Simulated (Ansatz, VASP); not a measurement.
## One calculation of CaSe, two programs

The input INCAR:

```
SYSTEM = CaSe
ALGO = Normal ; EDIFF = 1E-7
ENCUT = 520 ; GGA = PE
ISIF = 2 ; ISMEAR = 0
LASPH = .True. ; LCHARG = .False.
LREAL = .False. ; LWAVE = .False.
NBANDS = 24 ; NELM = 60
PREC = Accurate ; SIGMA = 0.01
```

Contents of KPOINTS:

```
k-points
0
Gamma
  6 6 4
  0 0 0
```

POSCAR

```
CaSe
1.0
    4.1498069770      0.0000000000      0.0000000000
   -2.0749034885      3.5938382629      0.0000000000
    0.0000000000      0.0000000000      7.1990692080
Ca Se
2 2
Direct
    0.0000000000      0.0000000000      0.0000000000
    0.0000000000      0.0000000000      0.5000000000
    0.3333333333      0.6666666667      0.2500000000
    0.6666666667      0.3333333333      0.7500000000
```

Input for Ansatz:

```yaml
crystal:
  lattice:
    - [4.149806977, 0.0, 0.0]
    - [-2.0749034885, 3.5938382629, 0.0]
    - [0.0, 0.0, 7.199069208]
  atoms:
    - { symbol: Ca, position: [0.0, 0.0, 0.0] }
    - { symbol: Ca, position: [0.0, 0.0, 0.5] }
    - { symbol: Se, position: [0.3333333333, 0.6666666667, 0.25] }
    - { symbol: Se, position: [0.6666666667, 0.3333333333, 0.75] }
kpoints:
  mp_grid: { grid: [6, 6, 4] }
hamiltonian:
  xc: pbe
scf:
  occupations: { method: fixed }
  n_extra_bands: 5
output:
  forces: true
  stress: true
  eigenvalues: true
```

Alike in both runs: task single point; functional PBE; k mesh 6 × 6 × 4; no spin polarisation.

|  | VASP | Ansatz |
| --- | --- | --- |
| version | VASP 6.6.1 | Ansatz 0.2.0 |
| potentials or method | VASP PAW PBE potentials, release 64 (Ca_sv, Se) | plane waves, PAW |
| plane-wave cutoff (eV) | 520 | 420 |
| occupations | gaussian, width 0.01 eV | fixed |
| valence electrons in the cell | 32 | 52 |

Ansatz gave:

* gap on the k mesh at the Fermi level (eV): 2.22
* pressure (GPa): 0.0

Problem. Which values does VASP return?

Solution. gap on the k mesh at the Fermi level (eV): 2.22; pressure (GPa): 0.1.

VASP's potentials hold 32 valence electrons a cell and Ansatz's 52, so a difference there can come from the potentials and not from the codes.
